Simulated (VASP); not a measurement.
MoS2, 9 atoms in the cell. The cell holds a slab with vacuum, 9 atoms: a = 3.141 Å, b = 3.141 Å, c = 28.014 Å, α = 90.00°, β = 90.00°, γ = 120.00°.  This cell differs from its parent crystal: all S atoms moved +0.025 Å, as atom 4 towards its neighbour atom 7 (S) at 3.119 Å.

| Property | Result |
| --- | --- |
| Program | VASP 6.6.1 |
| Task | single point |
| Functional | PBEsol |
| Potentials or basis | VASP PAW PBE potentials, release 64 (Mo_sv, S) |
| Cutoff | 520 eV |
| k mesh | 12 × 12 × 1 |
| Occupations | gaussian, width 0.05 eV |
| Spin | no spin polarisation |
| Dipole correction | no |
| Further INCAR settings | ALGO = Normal; EDIFF = 1e-07; NBANDS = 49 |

Potentials or basis: VASP PAW PBE potentials, release 64 (Mo_sv, S).

Launch:

```console
$ cat potpaw_PBE.64/Mo_sv/POTCAR potpaw_PBE.64/S/POTCAR > POTCAR
$ mpirun -np 1 vasp_std > vasp.out
```

Hardware: 1 thread of AMD EPYC 7R43 64-Core Processor (Zen 3), on a shared host.

Estimate the wall time of this run.

Wall time 11 min on 1 thread of AMD EPYC 7R43 64-Core Processor (Zen 3), with other jobs on the host, peak memory 0.39 GiB. Counts: scf iterations 26, k points 19.
